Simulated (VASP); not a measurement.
Crystal: WS2.

```
W S
1.0
     3.21756    0.00000    0.00000
    -1.60878    2.78649    0.00000
     0.00000    0.00000   15.45698
W S
2 4
Direct
  0.33333 0.66667 0.25000
  0.66667 0.33333 0.75000
  0.33333 0.66667 0.64737
  0.66667 0.33333 0.14737
  0.33333 0.66667 0.85263
  0.66667 0.33333 0.35263
```

- Program: VASP 6.6.1
- Task: relaxation of shape and atoms at fixed volume
- Functional: PBE
- Potentials or basis: VASP PAW PBE potentials, release 64 (W_sv, S)
- Cutoff: 600 eV
- k mesh: 12 × 12 × 2
- Occupations: gaussian, width 0.02 eV
- Spin: no spin polarisation

At the start: pressure -3.4 GPa; volume 23.10 Å³/atom.

Q: How do energy, volume and symmetry change on relaxing?

A: Over 9 steps the energy falls by 6.7 meV/atom; space group P6_3/mmc (No. 194, to 0.1 Å) before and after.

Step by step:
| step | energy change (eV) | largest force (eV/Å) | pressure (GPa) | volume (Å³) |
| --- | --- | --- | --- | --- |
| 1 | 0.0000 | 0.4770 | -3.38 | 138.58 |
| 2 | -0.0222 | 0.0212 | -1.61 | 138.58 |
| 3 | -0.0222 | 0.0263 | -1.62 | 138.58 |
| 4 | -0.0351 | 0.0077 | -0.88 | 138.58 |
| 5 | -0.0402 | 0.0221 | 0.17 | 138.58 |
| 6 | -0.0404 | 0.0180 | 0.00 | 138.58 |
| 7 | -0.0404 | 0.0173 | -0.05 | 138.58 |
| 8 | -0.0404 | 0.0152 | -0.15 | 138.58 |
| 9 | -0.0405 | 0.0008 | -0.10 | 138.58 |

Final structure:
```xyz
6
Lattice="3.1891 0.0000 0.0000 -1.5946 2.7618 0.0000 0.0000 0.0000 15.7340" Properties=species:S:1:pos:R:3 pbc="T T T"
W     0.0000    1.8412    3.9335
W     1.5946    0.9206   11.8005
S     0.0000    1.8412   10.2296
S     1.5946    0.9206    2.3626
S     0.0000    1.8412   13.3714
S     1.5946    0.9206    5.5044
```

Caveat: this functional lacks dispersion, which binds the layers, so the pressure and a relaxed spacing across them are unreliable.
